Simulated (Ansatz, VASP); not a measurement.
HfH2: VASP beside Ansatz

```
Hf H
1.0
     3.42963    0.00000    0.00000
     0.00000    3.42963    0.00000
     0.00000    0.00000    4.19529
Hf H
2 4
Direct
  0.00000 0.00000 0.00000
  0.50000 0.50000 0.50000
  0.00000 0.50000 0.25000
  0.50000 0.00000 0.25000
  0.50000 0.00000 0.75000
  0.00000 0.50000 0.75000
```

Change from the starting cell: equal strain along all axes, cell held, atoms relaxed: -1.0 %.

Alike in both runs: task single point; functional PBEsol; k mesh 10 × 10 × 8; occupations gaussian, width 0.1 eV; no spin polarisation.

|  | VASP | Ansatz |
| --- | --- | --- |
| version | VASP 6.6.1 | Ansatz 0.2.0 |
| potentials or method | VASP PAW PBE potentials, release 64 (Hf_pv, H), cutoff 520 eV | scalar-relativistic, plane waves, PAW |
| valence electrons in the cell | 24 | 56 |

VASP gave:

| Item | Value |
| --- | --- |
| gap on the k mesh at the Fermi level (eV) | none |
| pressure (GPa) | 4.3 |
| traceless stress, the component that is largest in VASP (GPa) | -0.78 |

Task: Which values does Ansatz return?

Result: gap on the k mesh at the Fermi level (eV): none; pressure (GPa): 4.9; traceless stress, the component that is largest in VASP (GPa): -0.79.

VASP's potentials were made for PBE, not for PBEsol. A gap of «none» marks a metal or a gap that the smearing closes. With one functional, cell and mesh, what is left measures potentials, basis and numerics. VASP's potentials hold 24 valence electrons a cell and Ansatz's 56, so a difference there can come from the potentials and not from the codes.

Neither program's run includes spin-orbit coupling.
